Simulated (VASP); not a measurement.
**KNbMo3: relaxation of cell and atoms with PBE**

Crystal: KNbMo3.

```
CELL_PARAMETERS angstrom
4.34580 0.00000 0.00000
0.00000 4.34580 0.00000
0.00000 0.00000 4.40026
ATOMIC_POSITIONS crystal
K 0.00000 0.00000 0.00000
Nb 0.50000 0.50000 0.51500
Mo 0.50000 0.50000 0.97500
Mo 0.00000 0.50000 0.48500
Mo 0.50000 0.00000 0.48500
```

| Property | Result |
| --- | --- |
| Program | VASP 6.6.1 |
| Task | relaxation of cell and atoms |
| Functional | PBE |
| Potentials or basis | VASP PAW PBE potentials, release 64 (K_sv, Nb_sv, Mo_sv) |
| Cutoff | 600 eV |
| k mesh | 4 × 4 × 4 |
| Occupations | gaussian, width 0.1 eV |
| Spin | no spin polarisation |
| Dipole correction | no |
| Further INCAR settings | ALGO = Normal; EDIFF = 1e-06; IBRION = 2; EDIFFG = -0.04; NSW = 90; ISIF = 3 |

The relaxed volume is 22.53 Å³/atom. The relaxed cell is a = 4.164 Å, b = 4.164 Å, c = 6.497 Å, α = 90.00°, β = 90.00°, γ = 90.00° and the space group after relaxing (to 0.05 Å) is P4mm (No. 99). The energy gained by relaxing is 1876.9 meV/atom and the ionic steps are 45. The pressure after relaxing is 0.0 GPa. The largest force after relaxing is 0.027 eV/Å. The band gap on the k mesh is zero (band 32 reaches 7.52 eV, above the bottom of band 33 at 6.24 eV).

Forces in eV/Å, atoms in the order of the input:
```
K    0.000  0.000  0.013
Nb   0.000  0.000 -0.027
Mo   0.000  0.000 -0.012
Mo   0.000  0.000  0.013
Mo   0.000  0.000  0.013
```

Step by step:
```tsv
step	energy change (eV)	largest force (eV/Å)	pressure (GPa)	volume (Å³)
1	0.0000	7.3801	64.50	83.10
3	-5.0032	2.6277	-0.94	120.07
5	-5.0583	2.4922	2.17	115.14
7	-5.2322	0.6804	-1.99	119.82
9	-5.2793	0.5774	0.41	116.11
11	-5.4018	1.0176	0.68	115.58
13	-5.6322	1.0576	3.55	112.98
15	-5.6521	1.0576	2.85	113.35
17	-5.6737	1.0440	2.93	113.35
19	-5.7787	1.1161	3.24	113.37
21	-5.9963	0.1995	4.49	113.41
23	-6.0853	0.7261	3.56	113.40
25	-6.2320	0.2981	2.99	113.94
27	-6.6410	0.6361	-0.67	117.32
29	-6.7350	0.4525	-0.62	117.06
31	-7.4765	1.6090	1.30	111.76
33	-8.0472	0.9385	3.82	107.26
35	-8.6129	2.2517	-1.33	110.07
37	-9.2716	0.3458	2.83	106.46
39	-9.3191	0.6883	-0.70	109.88
41	-9.3756	0.2422	0.55	110.61
43	-9.3824	0.1986	-0.52	112.65
45	-9.3844	0.0268	-0.03	112.66
```

Final structure:
```
K Nb Mo
1.0
     4.16411    0.00000    0.00000
     0.00000    4.16411    0.00000
     0.00000    0.00000    6.49741
K Nb Mo
1 1 3
Direct
  0.00000 0.00000 0.89526
  0.50000 0.50000 0.63373
  0.50000 0.50000 0.16128
  0.00000 0.50000 0.38486
  0.50000 0.00000 0.38486
```

Levels at points of the mesh, in eV from the Fermi level:
| k point | band 30 | band 31 | band 32 | band 33 | band 34 | band 35 |
| --- | --- | --- | --- | --- | --- | --- |
| (0.00, 0.00, 0.00) | -0.67 | -0.51 | -0.39 | 0.44 | 0.56 | 0.56 |
| (0.50, 0.00, 0.00) | -1.03 | -0.98 | -0.68 | 0.19 | 0.67 | 0.97 |
| (0.50, 0.50, 0.00) | -0.38 | -0.38 | 0.75 | 0.75 | 0.78 | 0.95 |
| (0.00, 0.00, 0.50) | -0.67 | -0.24 | -0.24 | 0.27 | 0.54 | 0.54 |
| (0.50, 0.00, 0.50) | -1.28 | -1.19 | -0.97 | -0.38 | -0.28 | 0.24 |
| (0.50, 0.50, 0.50) | -0.42 | -0.39 | -0.39 | -0.15 | -0.15 | 0.85 |

It took 45 min on 1 thread of Oxide Virtual Turin-like Processor, with other jobs on the host, peak memory 0.23 GiB.

Caveat: the k points lie up to 0.38 Å⁻¹ apart in the final cell; the volume moved by over 15 % at a fixed basis, so the end points are rough.
